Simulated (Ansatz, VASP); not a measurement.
# One calculation of MoS2, two programs

```
Mo S
1.0
     1.59255    0.91946    6.49778
    -1.59255    0.91946    6.49778
     0.00000   -1.83892    6.49778
Mo S
1 2
Direct
  0.00011 0.00011 0.00011
  0.25382 0.25382 0.25382
  0.41307 0.41307 0.41307
```

Alike in both runs: task single point; functional r2SCAN; k mesh 8 × 8 × 8; no spin polarisation.

|  | VASP | Ansatz |
| --- | --- | --- |
| version | VASP 6.6.1 | Ansatz 0.2.0 |
| potentials or method | VASP PAW PBE potentials, release 64 (Mo_sv, S) | PAW with Ansatz's default frozen-core files, scalar-relativistic |
| plane-wave cutoff (eV) | 520 | 500 |
| occupations | gaussian, width 0.01 eV | fixed |
| valence electrons in the cell | 26 | 26 |

```csv
,VASP,Ansatz,Ansatz less VASP
gap on the k mesh at the Fermi level (eV),1.35,1.33,-0.018
pressure (GPa),0.1,0.0,-0.04
```

VASP's potentials were made for PBE, not for r2SCAN.
